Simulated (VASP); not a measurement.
# As (R-3m) in VASP: phonons with PBE+D3(BJ)

Aim: the phonons of As with PBE+D3(BJ).

Everything below comes from runs of VASP 6.6.1. Logs are shortened: lines on timing, memory, paths and dates and some standing lists are left out, and cuts for length are marked.

## 1. The cell of the first run

It takes space group R-3m (No. 166, trigonal). The conventional cell has a = 3.780 Å, b = 3.780 Å, c = 10.129 Å, α = 90.00°, β = 90.00°, γ = 120.00°. As (site symmetry 3m) has 6 As at 2.54 to 3.02 Å within 3.3 Å.

## 2. Phonons, PBE+D3(BJ)

Contents of INCAR:

```
SYSTEM = As
PREC = Accurate
ENCUT = 520
EDIFF = 1E-8
ISMEAR = -1
SIGMA = 0.15
LREAL = .FALSE.
LASPH = .TRUE.
NELM = 80
ALGO = Normal
ISIF = 2
LWAVE = .FALSE.
LCHARG = .FALSE.
GGA = PE
IVDW = 12
NBANDS = 12
IBRION = 6
NFREE = 2
POTIM = 0.015
NSW = 1
```

Contents of KPOINTS:

```
regular mesh
0
G
  15 15 15
  0 0 0
```

Contents of POSCAR:

```
As
1.0
    1.8900837833      1.0912403811      3.3763798235
   -1.8900837833      1.0912403811      3.3763798235
    0.0000000000     -2.1824807622      3.3763798235
As
2
Direct
    0.7696524162      0.7696524162      0.7696524162
    0.2303475838      0.2303475838      0.2303475838
```

Potentials or basis: VASP PAW PBE potentials, release 64 (As).

Command:

```
$ cat potpaw_PBE.64/As/POTCAR > POTCAR
$ mpirun -np 1 vasp_std > vasp.out
```

OUTCAR:

```text
SYSTEM = As
   PREC = Accurate
   ENCUT = 520
   EDIFF = 1E-8
   ISMEAR = -1
   LREAL = .FALSE.
   LASPH = .TRUE.
   NELM = 80
   ISIF = 2
   GGA = PE
   IVDW = 12
   IBRION = 6
   NFREE = 2
   POTIM = 0.015
   NSW = 1
 IVDW          = 12

 ion  position               nearest neighbor table
   1  0.770  0.770  0.770-   2 2.54   2 2.54   2 2.54
   2  0.230  0.230  0.230-   1 2.54   1 2.54   1 2.54

  LATTYP: Found a trigonal (rhomboedric) cell.
 ALAT       =     4.0203436408
 COS(alpha) =     0.5579557404

  Lattice vectors:

 A1 = (   1.8900837833,   1.0912403811,   3.3763798235)
 A2 = (  -1.8900837833,   1.0912403811,   3.3763798235)
 A3 = (   0.0000000000,  -2.1824807622,   3.3763798235)

Analysis of symmetry for initial positions (statically):
=====================================================================
 Subroutine PRICEL returns:
 Original cell was already a primitive cell.

 Routine SETGRP: Setting up the symmetry group for a
 trigonal (rhombohedral) supercell.

 Subroutine GETGRP returns: Found 12 space group operations
 (whereof 12 operations were pure point group operations)
 out of a pool of 12 trial point group operations.

The static configuration has the point symmetry D_3d.

Analysis of symmetry for dynamics (positions and initial velocities):
=====================================================================
 Subroutine PRICEL returns:
 Original cell was already a primitive cell.

 Routine SETGRP: Setting up the symmetry group for a
 trigonal (rhombohedral) supercell.

 Subroutine GETGRP returns: Found 12 space group operations
 (whereof 12 operations were pure point group operations)
 out of a pool of 12 trial point group operations.

The dynamic configuration has the point symmetry D_3d.

 Subroutine INISYM returns: Found 12 space group operations
 (whereof 12 operations are pure point group operations),
 and found     1 'primitive' translations

----------------------------------------------------------------------------------------

                                     Primitive cell

  volume of cell :      41.7834

  direct lattice vectors                    reciprocal lattice vectors
     1.890083783  1.091240381  3.376379824     0.264538538  0.152731396  0.098725070
    -1.890083783  1.091240381  3.376379824    -0.264538538  0.152731396  0.098725070
     0.000000000 -2.182480762  3.376379824     0.000000000 -0.305462792  0.098725070

  length of vectors
     4.020343641  4.020343641  4.020343641     0.321020492  0.321020492  0.321020492

  position of ions in fractional coordinates (direct lattice)
     0.769652416  0.769652416  0.769652416
     0.230347584  0.230347584  0.230347584

  ion indices of the primitive-cell ions
   primitive index   ion index
                 1           1
                 2           2

----------------------------------------------------------------------------------------

 KPOINTS: regular mesh

Automatic generation of k-mesh.
 Grid dimensions read from file:
 generate k-points for:   15   15   15

 Generating k-lattice:

  Cartesian coordinates                     Fractional coordinates (reciprocal lattice)
     0.017635903  0.010182093  0.006581671     0.066666667  0.000000000  0.000000000
    -0.017635903  0.010182093  0.006581671     0.000000000  0.066666667  0.000000000
     0.000000000 -0.020364186  0.006581671     0.000000000  0.000000000  0.066666667

  Length of vectors
     0.021401366  0.021401366  0.021401366

  Shift w.r.t. Gamma in fractional coordinates (k-lattice)
     0.000000000  0.000000000  0.000000000

 Subroutine IBZKPT returns following result:
 ===========================================

 Found    344 irreducible k-points:

 Following reciprocal coordinates:
            Coordinates               Weight
  0.000000  0.000000  0.000000      1.000000
  0.066667  0.000000  0.000000      6.000000
  0.133333 -0.000000 -0.000000      6.000000
  0.200000  0.000000 -0.000000      6.000000
  0.266667 -0.000000 -0.000000      6.000000
  0.333333  0.000000 -0.000000      6.000000
[... 16 lines left out ...]
  0.133333  0.133333 -0.000000      6.000000
  0.200000  0.133333 -0.000000     12.000000
 [... further k-points ...]
   k-points           NKPTS =    344   k-points in BZ     NKDIM =    344   number of bands    NBANDS=     12
   number of dos      NEDOS =    301   number of ions     NIONS =      2
   total plane-waves  NPLWV =  27000
   dimension x,y,z NGX =    30 NGY =   30 NGZ =   30
   dimension x,y,z NGXF=    60 NGYF=   60 NGZF=   60
   ions per type =               2
   NGX,Y,Z   is equivalent  to a cutoff of  12.41, 12.41, 12.41 a.u.
   NGXF,Y,Z  is equivalent  to a cutoff of  24.81, 24.81, 24.81 a.u.
 SYSTEM =  As
   PREC   = accura    normal or accurate (medium, high low for compatibility)
   ISTART =      0    job   : 0-new  1-cont  2-samecut
   ICHARG =      2    charge: 1-file 2-atom 10-const
   ISPIN  =      1    spin polarized calculation?
   LNONCOLLINEAR =      F non collinear calculations
   LSORBIT =      F    spin-orbit coupling
   LASPH  =      T    aspherical Exc in radial PAW
   ENCUT  =  520.0 eV  38.22 Ry    6.18 a.u.   7.48  7.48  7.48*2*pi/ulx,y,z
   NELM   =     80;   NELMIN=  2; NELMDL= -5     # of ELM steps
   EDIFF  = 0.1E-07   stopping-criterion for ELM
   LREAL  =      F    real-space projection
   EDIFFG = 0.1E-06   stopping-criterion for IOM
   NSW    =     61    number of steps for IOM
   IBRION =      6    ionic relax: 0-MD 1-quasi-New 2-CG
   NFREE  =      2    steps in history (QN), initial steepest desc. (CG)
   ISIF   =      2    stress and relaxation
   ISYM   =      2    0-nonsym 1-usesym 2-fastsym
   POTIM  = 0.0150    time-step for ionic-motion
   TEBEG  =    0.0;   TEEND  =   0.0 temperature during run
   PSTRESS=    0.0 pullay stress
   NELECT =      10.0000    total number of electrons
   NUPDOWN=      -1.0000    fix difference up-down
   EMIN   =  10.00;   EMAX   =-10.00  energy-range for DOS
   EFERMI =   0.00;   METHOD = LEGACY
   ISMEAR =    -1;   SIGMA  =   0.15  broadening in eV -4-tet -1-fermi 0-gaus
   EFERMI_NEDOS =   21; number of points for ismear=-14 and -15
   IALGO  =     38    algorithm
   IMIX   =      4    mixing-type and parameters
     AMIX     =   0.40;   BMIX     =  1.00
     AMIX_MAG =   1.60;   BMIX_MAG =  1.00
  volume/ion in A,a.u.               =      20.89       140.98
  Fermi-wavevector in a.u.,A,eV,Ry     =   1.016421  1.920757 14.056328  1.033111
  Thomas-Fermi vector in A             =   2.149763
   LORBIT       =      0    0 simple, 1 ext, 2 COOP (PROOUT), +10 PAW based schemes
   GGA     = PE    functional components
   LHFCALC =     F    Hartree Fock is set to
   AEXX    =    0.0000 exact exchange contribution
   IVDW    =    12    specifies the selected vdW correction
   LEPSILON=     F    determine dielectric tensor
   LRPA    =     F    only Hartree local field effects (RPA)
 finite differences with symmetry
 non-spin polarized calculation
  energy-cutoff  :      520.00
  volume of cell :       41.78
 maximum number of plane-waves:      1137
 NGX is ok and might be reduce to    30
   NGX = 15   NGY = 15   NGZ = 15

--------------------------------------- Ionic step        1  -------------------------------------------

 number of electron      10.0000000 magnetization

 Free energy of the ion-electron system (eV)
  ---------------------------------------------------
  ext. energy  EPLUGINS =         0.00000000
  ---------------------------------------------------
  free energy    TOTEN  =        -9.31649301 eV

  energy without entropy =       -9.29337780  energy(sigma->0) =       -9.30493541

------------------------ aborting loop because EDIFF is reached ----------------------------------------

 Edisp (eV)   -0.86622

 E8    (eV) :    -0.3670
[... 151 lines left out ...]
--------------------------------------- Ionic step        5  -------------------------------------------

 number of electron      10.0000000 magnetization

 Free energy of the ion-electron system (eV)
  ---------------------------------------------------
  ext. energy  EPLUGINS =         0.00000000
  ---------------------------------------------------
  free energy    TOTEN  =        -9.31643339 eV

  energy without entropy =       -9.29262795  energy(sigma->0) =       -9.30453067

 E-fermi :   5.7483     XC(G=0): -10.1325

 val. band max:        5.7160319479   @ k =   0.3333   0.1333   0.1333
 cond. band min:       5.7910561493   @ k =   0.3333   0.2000   0.2000
 fundamental gap:      0.0750242015
 Fermi energy:         5.7483243310

 k-point     1 :       0.0000    0.0000    0.0000
  band No.  band energies     occupation
      1      -9.3659      2.00000
      2       0.1481      2.00000
      3       3.2944      2.00000
      4       3.7112      2.00000
      5       3.7112      2.00000
      6       7.9420      0.00000
      7       8.8941      0.00000
      8       8.8941      0.00000
      9      12.2299      0.00000
     10      12.2299      0.00000
     11      12.5491      0.00000
     12      14.2488      0.00000
[... 331 lines left out ...]
 k-point    24 :       0.2000    0.1333   -0.0000
  band No.  band energies     occupation
      1      -8.8574      2.00000
      2      -1.3793      2.00000
      3       2.5132      2.00000
      4       2.9996      2.00000
      5       4.9647      1.98928
      6       6.7580      0.00238
      7       8.4351      0.00000
      8       9.3313      0.00000
      9      11.0779      0.00000
     10      12.8704      0.00000
     11      13.5435      0.00000
     12      15.1833      0.00000

 [... further k-points ...]

------------------------ aborting loop because EDIFF is reached ----------------------------------------

 Edisp (eV)   -0.86617

 E8    (eV) :    -0.3669
[... 25 lines left out ...]
  FREE ENERGIE OF THE ION-ELECTRON SYSTEM (eV)
  ---------------------------------------------------
  free  energy   TOTEN  =       -10.1826032241 eV

  energy  without entropy=      -10.1587977906  energy(sigma->0) =      -10.17070051

 INTERNAL STRAIN TENSORS FROM DISPLACED ATOMS
 ============================================

 INTERNAL STRAIN TENSOR FOR ION    1 for displacements in x,y,z  (eV/Angst):
          X           Y           Z          XY          YZ          ZX
  --------------------------------------------------------------------------------
  x     0.00000     0.00000     0.00000    -1.51682    -0.00000     5.40244
  y    -1.51682     1.51682     0.00000    -0.00000     5.40244     0.00000
  z     5.15493     5.15493     8.26678     0.00000     0.00000     0.00000

 INTERNAL STRAIN TENSOR FOR ION    2 for displacements in x,y,z  (eV/Angst):
          X           Y           Z          XY          YZ          ZX
  --------------------------------------------------------------------------------
  x     0.00000    -0.00000    -0.00000     1.51682     0.00000    -5.40244
  y     1.51682    -1.51682    -0.00000     0.00000    -5.40244    -0.00000
  z    -5.15493    -5.15493    -8.26678     0.00000     0.00000     0.00000

 Eigenvectors and eigenvalues of the dynamical matrix
 ----------------------------------------------------

   1 f  =    6.924255 THz    43.506376 2PiTHz  230.968281 cm-1    28.636404 meV
             X         Y         Z           dx          dy          dz
      0.000000  0.000000  7.795917     0.000000    0.000000    0.707107
      0.000000  0.000000  2.333223    -0.000000    0.000000   -0.707107
[... 11 lines left out ...]
   4 f  =    0.000000 THz     0.000000 2PiTHz    0.000002 cm-1     0.000000 meV
             X         Y         Z           dx          dy          dz
      0.000000  0.000000  7.795917     0.145301   -0.452597   -0.523492
      0.000000  0.000000  2.333223     0.145301   -0.452597   -0.523492

   5 f/i=    0.000000 THz     0.000000 2PiTHz    0.000001 cm-1     0.000000 meV
             X         Y         Z           dx          dy          dz
      0.000000  0.000000  7.795917     0.629100   -0.136462    0.292595
      0.000000  0.000000  2.333223     0.629100   -0.136462    0.292595

   6 f/i=    0.000000 THz     0.000000 2PiTHz    0.000003 cm-1     0.000000 meV
             X         Y         Z           dx          dy          dz
      0.000000  0.000000  7.795917     0.288307    0.525865   -0.374626
      0.000000  0.000000  2.333223     0.288307    0.525865   -0.374626

 ELASTIC MODULI CONTR FROM IONIC RELAXATION (kBar)
 Direction    XX          YY          ZZ          XY          YZ          ZX
 --------------------------------------------------------------------------------
 XX        -162.8939   -114.4112   -222.3523      0.0000     86.3404     -0.0000
 YY        -114.4112   -162.8939   -222.3523     -0.0000    -86.3404      0.0000
 ZZ        -222.3523   -222.3523   -356.5785      0.0000     -0.0000     -0.0000
 XY           0.0000     -0.0000      0.0000    -24.2413     -0.0000     86.3403
 YZ          86.3404    -86.3404     -0.0000     -0.0000   -307.5185      0.0000
 ZX          -0.0000      0.0000     -0.0000     86.3403      0.0000   -307.5178
 --------------------------------------------------------------------------------
```

It took 18 min on 1 thread of Intel Xeon Platinum 8259CL at 2.50GHz (Skylake/Cascade Lake), shared host; peak memory 1.2 GiB.

Results:

| Item | Value |
| --- | --- |
| Highest phonon frequency at Γ | 231 cm⁻¹ |
| Dispersion energy per atom | -0.433 eV |

Phonon frequencies in cm⁻¹ (negative: imaginary):
```
              q point        frequencies
(0.000, 0.000, 0.000)  0 0 0 163 163 231
```
